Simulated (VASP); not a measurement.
Input of a VASP 6.6.1 run:

Contents of POSCAR:

```
Li
1.0
   -1.7362009473      1.7362009473      1.7362009473
    1.7362009473     -1.7362009473      1.7362009473
    1.7362009473      1.7362009473     -1.7362009473
Li
1
Direct
    0.0000000000      0.0000000000      0.0000000000
```

INCAR.step1

```
SYSTEM = Li
  ALGO = Normal
  EDIFF = 1E-5
  ENCUT = 520
  GGA = PE
  ISIF = 2
  ISMEAR = -1
  LASPH = .TRUE.
  LCHARG = .FALSE.
  LREAL = .FALSE.
  LWAVE = .TRUE.
  NBANDS = 8
  NELM = 60
  PREC = Accurate
  SIGMA = 0.05
```

INCAR.step2

```
SYSTEM = Li
  AEXX = 0.25
  ALGO = Normal
  EDIFF = 1E-6
  ENCUT = 520
  GGA = PE
  HFSCREEN = 0.3
  ISIF = 2
  ISMEAR = -1
  ISTART = 1
  LASPH = .TRUE.
  LCHARG = .FALSE.
  LHFCALC = .TRUE.
  LREAL = .FALSE.
  LWAVE = .FALSE.
  NBANDS = 8
  NELM = 60
  PREC = Accurate
  PRECFOCK = Normal
  SIGMA = 0.05
```

Contents of KPOINTS:

```
k-points
0
G
  6 6 6
  0 0 0
```

Potentials or basis: VASP PAW PBE potentials, release 64 (Li_sv).

Command:

```bash
$ cat potpaw_PBE.64/Li_sv/POTCAR > POTCAR
$ cp INCAR.step1 INCAR
$ mpirun -np 1 vasp_std > vasp.out
$ cp INCAR.step2 INCAR
$ mpirun -np 1 vasp_std > vasp.out
```

Problem. Estimate the band gap on the k mesh.

Solution. Zero (an odd number of electrons rules out a gap without spin polarisation).
